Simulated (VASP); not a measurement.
# LiCl (P-6m2) in VASP: relaxation of cell and atoms with PBE

Aim: the relaxation of cell and atoms of LiCl with PBE.

Everything below comes from runs of VASP 6.6.1. Logs are shortened: lines on timing, memory, paths and dates and some standing lists are left out, and cuts for length are marked.

## Step 1: The cell of the first run

Symmetry: P-6m2, No. 187, hexagonal system. Conventional cell: a = 3.642 Å, b = 3.642 Å, c = 23.788 Å, α = 90.00°, β = 90.00°, γ = 120.00°. Li (site symmetry 3m) has 6 Cl at 2.58 Å within 3.4 Å. Li (site symmetry 3m) has 6 Cl at 2.58 Å within 3.4 Å. Within 3.4 Å of Li (site symmetry 3m) lie 6 Cl at 2.58 Å. Li (site symmetry -6m2) has 6 Cl at 2.58 Å within 3.4 Å. Within 3.4 Å of Li (site symmetry -6m2) lie 6 Cl at 2.58 Å. Within 3.4 Å of Cl (site symmetry 3m) lie 6 Li at 2.58 Å and 1 Cl at 2.97 Å. Within 3.4 Å of Cl (site symmetry 3m) lie 6 Li at 2.58 Å and 2 Cl at 2.97 Å. Within 3.4 Å of Cl (site symmetry 3m) lie 6 Li at 2.58 Å and 2 Cl at 2.97 Å.

## Step 2: Relaxation of cell and atoms, PBE

File INCAR:

```
SYSTEM = LiCl
PREC = Accurate ; ENCUT = 600
EDIFF = 1E-6 ; ISMEAR = 0
SIGMA = 0.02 ; LREAL = Auto
LASPH = .True. ; NELM = 100
ALGO = Normal ; ISIF = 3
LWAVE = .False. ; LCHARG = .False.
GGA = PE ; IBRION = 2
NSW = 65 ; EDIFFG = -0.01
```

File KPOINTS:

```
Automatic mesh
0
Gamma
  9 9 2
  0 0 0
```

File POSCAR:

```
LiCl
1.0
    3.6417967620      0.0000000000      0.0000000000
   -1.8208983810      3.1538885114      0.0000000000
    0.0000000000      0.0000000000     23.7881152536
Li Cl
8 8
Direct
    0.0000000000      0.0000000000      0.0000000000
    0.3333333333      0.6666666667      0.1250000000
    0.0000000000      0.0000000000      0.2500000000
    0.3333333333      0.6666666667      0.3750000000
    0.0000000000      0.0000000000      0.5000000000
    0.3333333333      0.6666666667      0.6250000000
    0.0000000000      0.0000000000      0.7500000000
    0.6666666667      0.3333333333      0.8750000000
    0.6666666667      0.3333333333      0.0625000000
    0.6666666667      0.3333333333      0.1875000000
    0.6666666667      0.3333333333      0.3125000000
    0.6666666667      0.3333333333      0.4375000000
    0.6666666667      0.3333333333      0.5625000000
    0.6666666667      0.3333333333      0.6875000000
    0.3333333333      0.6666666667      0.8125000000
    0.3333333333      0.6666666667      0.9375000000
```

Potentials or basis: VASP PAW PBE potentials, release 64 (Li_sv, Cl).

Command:

```sh
> cat potpaw_PBE.64/Li_sv/POTCAR potpaw_PBE.64/Cl/POTCAR > POTCAR
> mpirun -np 1 vasp_std > vasp.out
```

OUTCAR:

```text
SYSTEM = LiCl
   PREC = Accurate
   ENCUT = 600
   EDIFF = 1E-6
   ISMEAR = 0
   LREAL = Auto
   LASPH = .True.
   NELM = 100
   ISIF = 3
   GGA = PE
   IBRION = 2
   NSW = 65
   EDIFFG = -0.01

 ion  position               nearest neighbor table
   1  0.000  0.000  0.000-   9 2.58  16 2.58   9 2.58  16 2.58   9 2.58  16 2.58
   2  0.333  0.667  0.125-   9 2.58  10 2.58   9 2.58  10 2.58   9 2.58  10 2.58
   3  0.000  0.000  0.250-  10 2.58  11 2.58  10 2.58  11 2.58  10 2.58  11 2.58
   4  0.333  0.667  0.375-  11 2.58  12 2.58  11 2.58  12 2.58  11 2.58  12 2.58
   5  0.000  0.000  0.500-  12 2.58  13 2.58  12 2.58  13 2.58  12 2.58  13 2.58
   6  0.333  0.667  0.625-  13 2.58  14 2.58  13 2.58  14 2.58  13 2.58  14 2.58
[... 8 lines left out ...]
  15  0.333  0.667  0.812-   7 2.58   8 2.58   8 2.58   7 2.58   7 2.58   8 2.58
  16  0.333  0.667  0.938-   1 2.58   8 2.58   8 2.58   1 2.58   1 2.58   8 2.58

  LATTYP: Found a hexagonal cell.
 ALAT       =     3.6417967620
 C/A-ratio  =     6.5319722127

  Lattice vectors:

 A1 = (   3.6417967620,   0.0000000000,   0.0000000000)
 A2 = (  -1.8208983810,   3.1538885114,   0.0000000000)
 A3 = (   0.0000000000,   0.0000000000,  23.7881152536)

Analysis of symmetry for initial positions (statically):
=====================================================================
 Subroutine PRICEL returns:
 Original cell was already a primitive cell.

 Routine SETGRP: Setting up the symmetry group for a
 hexagonal supercell.

 Subroutine GETGRP returns: Found 12 space group operations
 (whereof  6 operations were pure point group operations)
 out of a pool of 24 trial point group operations.

The static configuration has the point symmetry C_3v.
 The point group associated with its full space group is D_3h.

Analysis of symmetry for dynamics (positions and initial velocities):
=====================================================================
 Subroutine PRICEL returns:
 Original cell was already a primitive cell.

 Routine SETGRP: Setting up the symmetry group for a
 hexagonal supercell.

 Subroutine GETGRP returns: Found 12 space group operations
 (whereof  6 operations were pure point group operations)
 out of a pool of 24 trial point group operations.

The dynamic configuration has the point symmetry C_3v.
 The point group associated with its full space group is D_3h.

 Subroutine INISYM returns: Found 12 space group operations
 (whereof  6 operations are pure point group operations),
 and found     1 'primitive' translations

----------------------------------------------------------------------------------------

                                     Primitive cell

  volume of cell :     273.2260

  direct lattice vectors                    reciprocal lattice vectors
     3.641796762  0.000000000  0.000000000     0.274589733  0.158534456  0.000000000
    -1.820898381  3.153888511  0.000000000     0.000000000  0.317068912  0.000000000
     0.000000000  0.000000000 23.788115254     0.000000000  0.000000000  0.042037799

  length of vectors
     3.641796762  3.641796762 23.788115254     0.317068912  0.317068912  0.042037799

  position of ions in fractional coordinates (direct lattice)
     0.000000000  0.000000000  0.000000000
     0.333333333  0.666666667  0.125000000
     0.000000000  0.000000000  0.250000000
     0.333333333  0.666666667  0.375000000
     0.000000000  0.000000000  0.500000000
     0.333333333  0.666666667  0.625000000
[... 8 lines left out ...]
     0.333333333  0.666666667  0.812500000
     0.333333333  0.666666667  0.937500000

  ion indices of the primitive-cell ions
   primitive index   ion index
                 1           1
                 2           2
                 3           3
                 4           4
                 5           5
                 6           6
[... 8 lines left out ...]
                15          15
                16          16

----------------------------------------------------------------------------------------

 KPOINTS: Automatic mesh

Automatic generation of k-mesh.
 Grid dimensions read from file:
 generate k-points for:    9    9    2

 Generating k-lattice:

  Cartesian coordinates                     Fractional coordinates (reciprocal lattice)
     0.030509970  0.017614940  0.000000000     0.111111111  0.000000000  0.000000000
     0.000000000  0.035229879  0.000000000     0.000000000  0.111111111  0.000000000
     0.000000000  0.000000000  0.021018899     0.000000000  0.000000000  0.500000000

  Length of vectors
     0.035229879  0.035229879  0.021018899

  Shift w.r.t. Gamma in fractional coordinates (k-lattice)
     0.000000000  0.000000000  0.000000000

 Subroutine IBZKPT returns following result:
 ===========================================

 Found     24 irreducible k-points:

 Following reciprocal coordinates:
            Coordinates               Weight
  0.000000  0.000000  0.000000      1.000000
  0.111111 -0.000000  0.000000      6.000000
  0.222222  0.000000  0.000000      6.000000
  0.333333  0.000000  0.000000      6.000000
  0.444444  0.000000  0.000000      6.000000
  0.111111  0.111111  0.000000      6.000000
[... 16 lines left out ...]
  0.333333  0.222222  0.500000     12.000000
  0.333333  0.333333  0.500000      2.000000
   k-points           NKPTS =     24   k-points in BZ     NKDIM =     24   number of bands    NBANDS=     49
   number of dos      NEDOS =    301   number of ions     NIONS =     16
   total plane-waves  NPLWV = 172800
   dimension x,y,z NGX =    30 NGY =   30 NGZ =  192
   dimension x,y,z NGXF=    60 NGYF=   60 NGZF=  384
   ions per type =               8   8
   NGX,Y,Z   is equivalent  to a cutoff of  13.69, 13.69, 13.42 a.u.
   NGXF,Y,Z  is equivalent  to a cutoff of  27.39, 27.39, 26.84 a.u.
 SYSTEM =  LiCl
   PREC   = accura    normal or accurate (medium, high low for compatibility)
   ISTART =      0    job   : 0-new  1-cont  2-samecut
   ICHARG =      2    charge: 1-file 2-atom 10-const
   ISPIN  =      1    spin polarized calculation?
   LNONCOLLINEAR =      F non collinear calculations
   LSORBIT =      F    spin-orbit coupling
   LASPH  =      T    aspherical Exc in radial PAW
   ENCUT  =  600.0 eV  44.10 Ry    6.64 a.u.   7.27  7.27 47.51*2*pi/ulx,y,z
   NELM   =    100;   NELMIN=  2; NELMDL= -5     # of ELM steps
   EDIFF  = 0.1E-05   stopping-criterion for ELM
   LREAL  =      T    real-space projection
   EDIFFG = -.1E-01   stopping-criterion for IOM
   NSW    =     65    number of steps for IOM
   IBRION =      2    ionic relax: 0-MD 1-quasi-New 2-CG
   NFREE  =      1    steps in history (QN), initial steepest desc. (CG)
   ISIF   =      3    stress and relaxation
   ISYM   =      2    0-nonsym 1-usesym 2-fastsym
   POTIM  = 0.5000    time-step for ionic-motion
   TEBEG  =    0.0;   TEEND  =   0.0 temperature during run
   PSTRESS=    0.0 pullay stress
   NELECT =      80.0000    total number of electrons
   NUPDOWN=      -1.0000    fix difference up-down
   EMIN   =  10.00;   EMAX   =-10.00  energy-range for DOS
   EFERMI =   0.00;   METHOD = LEGACY
   ISMEAR =     0;   SIGMA  =   0.02  broadening in eV -4-tet -1-fermi 0-gaus
   EFERMI_NEDOS =   21; number of points for ismear=-14 and -15
   IALGO  =     38    algorithm
   IMIX   =      4    mixing-type and parameters
     AMIX     =   0.40;   BMIX     =  1.00
     AMIX_MAG =   1.60;   BMIX_MAG =  1.00
  volume/ion in A,a.u.               =      17.08       115.24
  Fermi-wavevector in a.u.,A,eV,Ry     =   1.087087  2.054296 16.078783  1.181757
  Thomas-Fermi vector in A             =   2.223238
   LORBIT       =      0    0 simple, 1 ext, 2 COOP (PROOUT), +10 PAW based schemes
   GGA     = PE    functional components
   LHFCALC =     F    Hartree Fock is set to
   AEXX    =    0.0000 exact exchange contribution
   IVDW    =     0    specifies the selected vdW correction
   LEPSILON=     F    determine dielectric tensor
   LRPA    =     F    only Hartree local field effects (RPA)
 conjugate gradient relaxation of ions
 non-spin polarized calculation
 Gauss-broadening in eV      SIGMA  =   0.02
  energy-cutoff  :      600.00
  volume of cell :      273.23
 maximum number of plane-waves:      9180
 NGX is ok and might be reduce to    30
   NGX = 15   NGY = 15   NGZ = 95

--------------------------------------- Ionic step        1  -------------------------------------------

 number of electron      80.0000004 magnetization

 Free energy of the ion-electron system (eV)
  ---------------------------------------------------
  ext. energy  EPLUGINS =         0.00000000
  ---------------------------------------------------
  free energy    TOTEN  =       -57.12068613 eV

  energy without entropy =      -57.12068613  energy(sigma->0) =      -57.12068613

------------------------ aborting loop because EDIFF is reached ----------------------------------------

  FORCE on cell =-STRESS in cart. coord.  units (eV):
  Direction    XX          YY          ZZ          XY          YZ          ZX
  --------------------------------------------------------------------------------------
  -------------------------------------------------------------------------------------
  Total       -1.7470309     -1.7470309     16.0886521      0.0000000      0.0000000     -0.0000000
  in kB      -10.2444605    -10.2444605     94.3426705      0.0000000      0.0000000     -0.0000000
  external PRESSURE =      24.6179165 kB  Pullay stress =       0.0000000 kB
[... 131 lines left out ...]
  FREE ENERGIE OF THE ION-ELECTRON SYSTEM (eV)
  ---------------------------------------------------
  free  energy   TOTEN  =       -57.7906362376 eV

  energy  without entropy=      -57.7906362376  energy(sigma->0) =      -57.79063624

[... ionic steps 4 to 17 ...]

--------------------------------------- Ionic step       18  -------------------------------------------

 number of electron      79.9999952 magnetization

------------------------ aborting loop because EDIFF is reached ----------------------------------------

  FORCE on cell =-STRESS in cart. coord.  units (eV):
  Direction    XX          YY          ZZ          XY          YZ          ZX
  --------------------------------------------------------------------------------------
  -------------------------------------------------------------------------------------
  Total       -0.0020617     -0.0020617     -0.0569472      0.0000000     -0.0000000      0.0000000
  in kB       -0.0116161     -0.0116161     -0.3208568      0.0000000     -0.0000000      0.0000000
  external PRESSURE =      -0.1146963 kB  Pullay stress =       0.0000000 kB
[... 85 lines left out ...]
  energy  without entropy=      -57.8473091599  energy(sigma->0) =      -57.84730916

--------------------------------------- Ionic step       20  -------------------------------------------

 number of electron      79.9999951 magnetization

 Free energy of the ion-electron system (eV)
  ---------------------------------------------------
  ext. energy  EPLUGINS =         0.00000000
  ---------------------------------------------------
  free energy    TOTEN  =       -57.84738229 eV

  energy without entropy =      -57.84738229  energy(sigma->0) =      -57.84738229

 E-fermi :   0.7401     XC(G=0):  -8.4713

 val. band max:        0.6537829877   @ k =   0.3333   0.3333   0.0000
 cond. band min:       6.0495037002   @ k =   0.0000   0.0000   0.0000
 fundamental gap:      5.3957207125
 Fermi energy:         0.7401135853

 k-point     1 :       0.0000    0.0000    0.0000
  band No.  band energies     occupation
      1     -43.5821      2.00000
      2     -43.5820      2.00000
      3     -43.5806      2.00000
      4     -43.5713      2.00000
      5     -43.5712      2.00000
      6     -43.5605      2.00000
[... 1280 lines left out ...]
  FREE ENERGIE OF THE ION-ELECTRON SYSTEM (eV)
  ---------------------------------------------------
  free  energy   TOTEN  =       -57.8473822932 eV

  energy  without entropy=      -57.8473822932  energy(sigma->0) =      -57.84738229

 reached required accuracy - stopping structural energy minimisation
```

Wall time 1.9 h (1 thread of AMD EPYC 7R13 (Zen 3), shared host); peak memory 0.55 GiB.

Results:

| Property | Result |
| --- | --- |
| Free energy | -57.8474 eV |
| Relaxed volume | 17.77 Å³/atom |
| Relaxed cell | a = 3.582 Å, b = 3.582 Å, c = 25.580 Å, α = 90.00°, β = 90.00°, γ = 120.00° |
| Space group after relaxing (to 0.05 Å) | P-6m2 (No. 187) |
| Energy gained by relaxing | 45.4 meV/atom |
| Ionic steps | 20 |
| Pressure after relaxing | 0.0 GPa |
| Largest force after relaxing | 0.006 eV/Å |
| Band gap on the k mesh | 5.40 eV, indirect (least direct gap 5.45 eV) |

Forces on the atoms (eV/Å):
```
Li   0.000  0.000  0.001
Li   0.000  0.000 -0.006
Li   0.000  0.000  0.002
Li   0.000  0.000  0.000
Li   0.000  0.000 -0.002
Li   0.000  0.000  0.006
Li   0.000  0.000 -0.001
Li   0.000  0.000  0.000
Cl   0.000  0.000 -0.004
Cl   0.000  0.000 -0.002
Cl   0.000  0.000 -0.001
Cl   0.000  0.000  0.001
Cl   0.000  0.000  0.002
Cl   0.000  0.000  0.004
Cl   0.000  0.000 -0.004
Cl   0.000  0.000  0.004
```

Step by step:
```csv
step,energy change (eV),largest force (eV/Å),pressure (GPa),volume (Å³)
1,0.0000,0.7790,2.46,273.23
2,-0.5882,0.2893,0.43,283.47
3,-0.6700,0.1230,-0.84,292.65
4,-0.6836,0.1148,-0.54,290.21
5,-0.6836,0.1112,-0.49,289.88
6,-0.6938,0.1066,-0.26,287.33
7,-0.6993,0.0990,0.19,282.76
8,-0.6996,0.0999,0.11,283.53
9,-0.7025,0.0865,0.09,283.66
10,-0.7097,0.0497,0.04,284.03
11,-0.7161,0.0724,-0.05,284.79
12,-0.7202,0.0604,-0.01,284.47
13,-0.7228,0.0414,0.06,283.99
14,-0.7255,0.0291,-0.01,284.46
15,-0.7258,0.0379,-0.03,284.64
16,-0.7256,0.0538,-0.08,284.98
17,-0.7259,0.0428,-0.04,284.75
18,-0.7265,0.0173,-0.01,284.36
19,-0.7266,0.0136,0.01,284.17
20,-0.7267,0.0062,0.00,284.28
```

Final structure:
```cif
data_structure
_symmetry_space_group_name_H-M 'P 1'
_symmetry_Int_Tables_number 1
_cell_length_a 3.5823
_cell_length_b 3.5823
_cell_length_c 25.5798
_cell_angle_alpha 90.000
_cell_angle_beta 90.000
_cell_angle_gamma 120.000
_cell_volume 284.28
loop_
_atom_site_label
_atom_site_type_symbol
_atom_site_fract_x
_atom_site_fract_y
_atom_site_fract_z
_atom_site_occupancy
Li1 Li 0.00000 0.00000 0.99735 1
Li2 Li 0.33333 0.66667 0.11974 1
Li3 Li 0.00000 0.00000 0.24735 1
Li4 Li 0.33333 0.66667 0.37500 1
Li5 Li 0.00000 0.00000 0.50265 1
Li6 Li 0.33333 0.66667 0.63026 1
Li7 Li 0.00000 0.00000 0.75265 1
Li8 Li 0.66667 0.33333 0.87500 1
Cl1 Cl 0.66667 0.33333 0.05593 1
Cl2 Cl 0.66667 0.33333 0.18352 1
Cl3 Cl 0.66667 0.33333 0.31118 1
Cl4 Cl 0.66667 0.33333 0.43882 1
Cl5 Cl 0.66667 0.33333 0.56648 1
Cl6 Cl 0.66667 0.33333 0.69407 1
Cl7 Cl 0.33333 0.66667 0.81123 1
Cl8 Cl 0.33333 0.66667 0.93877 1
```

Levels at points of the mesh, in eV from the valence-band top:
```tsv
k point	band 37	band 38	band 39	band 40	band 41	band 42	band 43	band 44
(0.00, 0.00, 0.00)	-0.12	-0.12	-0.05	-0.05	5.40	5.80	5.93	6.37
(0.00, 0.00, 0.50)	-0.10	-0.10	-0.06	-0.06	5.43	5.67	6.14	6.24
```

Caveat: the cutoff is under 1.25 times the usual one of these potentials, so pressure, stress and relaxed cells hold a basis-set (Pulay) error. A hybrid or GW would open this gap; PBE tends to underestimate it.
